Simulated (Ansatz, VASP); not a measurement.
**Sc: VASP beside Ansatz**

INCAR

```
PREC = Accurate ; ENCUT = 500
EDIFF = 1E-7 ; ISMEAR = -1
SIGMA = 0.1 ; LREAL = F
LASPH = T ; NELM = 120
ALGO = Normal ; ISIF = 3
LWAVE = F ; LCHARG = F
GGA = RE ; IBRION = 2
NSW = 80 ; EDIFFG = -0.01
GGA_COMPAT = F ; NELMIN = 4
```

KPOINTS

```
regular mesh
0
Gamma
  10 10 10
```

POSCAR

```
Sc
1.0
    3.0000848774      0.0000000000      0.0000000000
    0.0000000000      3.0000848774      0.0000000000
    0.0000000000      0.0000000000      3.0000848774
Sc
1
Direct
    0.0000000000      0.0000000000      0.0000000000
```

Input for Ansatz:

```yaml
crystal:
  lattice:
    - [3.0000848774, 0.0, 0.0]
    - [0.0, 3.0000848774, 0.0]
    - [0.0, 0.0, 3.0000848774]
  atoms:
    - { symbol: Sc, position: [0.0, 0.0, 0.0] }
hamiltonian:
  xc: revpbe
  pseudopotentials:
    kind: paw
    azcp:
      Sc: "pseudopotentials/Sc.paw.azcp"
basis:
  ecutwfc: 420
  fft_grid_basis: typed
kpoints:
  mp_grid: { grid: [10, 10, 10], shift: [0, 0, 0] }
magnetization:
  spin_polarized: false
scf:
  occupations: { method: fermi_dirac, width: 0.1 }
relax:
  max_steps: 60
  f_tol: 0.01
  cell: {}
output:
  write_density: true
  write_potential: true
  elf: true
  volumetric_format: npy
```

Alike in both runs: task relaxation of cell and atoms; functional revPBE; k mesh 10 × 10 × 10; occupations fermi-dirac, width 0.1 eV; no spin polarisation.

```csv
,VASP,Ansatz
version,VASP 6.6.1,Ansatz 0.2.0
potentials or method,"VASP PAW PBE potentials, release 64 (Sc_sv), cutoff 500 eV","plane waves (420 eV) with PAW, scalar-relativistic"
valence electrons in the cell,11,11
```

```csv
,VASP,Ansatz,Ansatz less VASP
relaxed volume (Å³/atom),27.22,27.22,-0.004
relaxed length of the cell vector where the two differ most in proportion (Å),3.008,3.008,-0.0001
```

VASP's potentials were made for PBE, not for revPBE.
